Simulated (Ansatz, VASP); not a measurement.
**SiW3 in VASP and in Ansatz**

File INCAR:

```
  PREC = Accurate
  ENCUT = 520
  EDIFF = 1E-6
  ISMEAR = 0
  SIGMA = 0.15
  LREAL = False
  LASPH = True
  NELM = 80
  ALGO = Fast
  ISIF = 2
  LWAVE = False
  LCHARG = False
  GGA = PE
  NBANDS = 31
```

Contents of KPOINTS:

```
Automatic mesh
0
Gamma
  14 14 14
```

Contents of POSCAR:

```
SiW3
1.0
   -2.5386720360      2.5386720360      2.7339545003
    2.5386720360     -2.5386720360      2.7339545003
    2.5386720360      2.5386720360     -2.7339545003
Si W
1 3
Direct
    0.0000000000      0.0000000000      0.0000000000
    0.5000000000      0.5000000000      0.0000000000
    0.5000000000      0.0000000000      0.5000000000
    0.0000000000      0.5000000000      0.5000000000
```

Input for Ansatz:

```yaml
crystal:
  lattice:
    - [-2.538672036, 2.538672036, 2.7339545003]
    - [2.538672036, -2.538672036, 2.7339545003]
    - [2.538672036, 2.538672036, -2.7339545003]
  atoms:
    - { symbol: Si, position: [0.0, 0.0, 0.0] }
    - { symbol: W, position: [0.5, 0.5, 0.0] }
    - { symbol: W, position: [0.5, 0.0, 0.5] }
    - { symbol: W, position: [0.0, 0.5, 0.5] }
basis:
  ecutwfc: 420
kpoints:
  mp_grid: { grid: [14, 14, 14] }
hamiltonian:
  xc: pbe
scf:
  occupations: { method: gaussian, width: 0.15 }
output:
  forces: true
  stress: true
  eigenvalues: true
```

Change from the starting cell: strain -0.025 along x and y, +0.050 along z, atoms carried along.

Alike in both runs: task single point; functional PBE; k mesh 14 × 14 × 14; occupations gaussian, width 0.15 eV; no spin polarisation.

|  | VASP | Ansatz |
| --- | --- | --- |
| version | VASP 6.6.1 | Ansatz 0.2.0 |
| potentials or method | VASP PAW PBE potentials, release 64 (Si, W_sv), cutoff 520 eV | scalar-relativistic, plane waves, PAW |
| valence electrons in the cell | 46 | 46 |

Ansatz gave:

- gap on the k mesh at the Fermi level (eV): none
- pressure (GPa): 2.4
- traceless stress, the component that is largest in VASP (GPa): -14.94

Task: What did VASP give for the same quantities?

Result: gap on the k mesh at the Fermi level (eV): none; pressure (GPa): 2.8; traceless stress, the component that is largest in VASP (GPa): -15.20.

A gap of «none» marks a metal or a gap that the smearing closes.

Spin-orbit coupling is off throughout.
